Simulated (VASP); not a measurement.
Runs of VASP 6.6.1 on P. The structure is that of space group Fd-3m (No. 227), or close to it. The cells are those of the table. This isn't the form of P at room conditions, which is orthorhombic.

| task | cell | k mesh | cutoff (eV) | gap on the mesh (eV) | pressure (GPa) |
| --- | --- | --- | --- | --- | --- |
| single point | a = 2.900 Å, angles 60.0°, 2 atoms | 12 × 12 × 12, shifted | 520 | none | 287.8 |
| single point | a = 3.680 Å, angles 60.0°, 2 atoms | 12 × 12 × 12 | 520 | none | 4.8 |
| single point | a = 3.784 Å, angles 60.0°, 2 atoms | 12 × 12 × 12 | 520 | none | (a) |
| relaxation of cell and atoms | relaxed from a = 3.757 Å, angles 60.0°, 2 atoms | 12 × 12 × 12 | 600 | none | 0.0 |

Alike in all rows: level LDA; potentials or basis VASP PAW LDA potentials, release 64 (P); no spin polarisation; smearing fermi-dirac 0.1 eV.

Fill in the values left out.

(a) -0.1.

Caveats: the cell stands under pressure (at least some runs).

A gap of «none» marks levels without a gap at the run's occupations.
